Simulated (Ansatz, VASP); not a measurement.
## CdHgS2: VASP beside Ansatz

```
Cd S Hg
1.0
     4.22225    0.00000    0.00000
     0.00000    4.22225    0.00000
     0.00000    0.00000    5.94256
Cd S Hg
1 2 1
Direct
  0.00000 0.00000 0.00000
  0.00000 0.50000 0.24656
  0.50000 0.00000 0.75344
  0.50000 0.50000 0.50000
```

Alike in both runs: task single point; functional r2SCAN; k mesh 6 × 6 × 4; no spin polarisation.

|  | VASP | Ansatz |
| --- | --- | --- |
| version | VASP 6.6.1 | Ansatz 0.2.0 |
| potentials or method | VASP PAW PBE potentials, release 64 (Cd, S, Hg) | plane waves, PAW |
| plane-wave cutoff (eV) | 520 | 500 |
| occupations | gaussian, width 0.01 eV | fixed |
| valence electrons in the cell | 36 | 52 |

VASP gave:

```
gap on the k mesh at the Fermi level (eV) : 0.56
pressure (GPa)                            : -1.4
```

Question: Which values does Ansatz return?

Answer: gap on the k mesh at the Fermi level (eV): 0.57; pressure (GPa): -1.7.

VASP's potentials were made for PBE, not for r2SCAN. VASP's potentials hold 36 valence electrons a cell and Ansatz's 52, so a difference there can come from the potentials and not from the codes.

Neither program's run includes spin-orbit coupling.
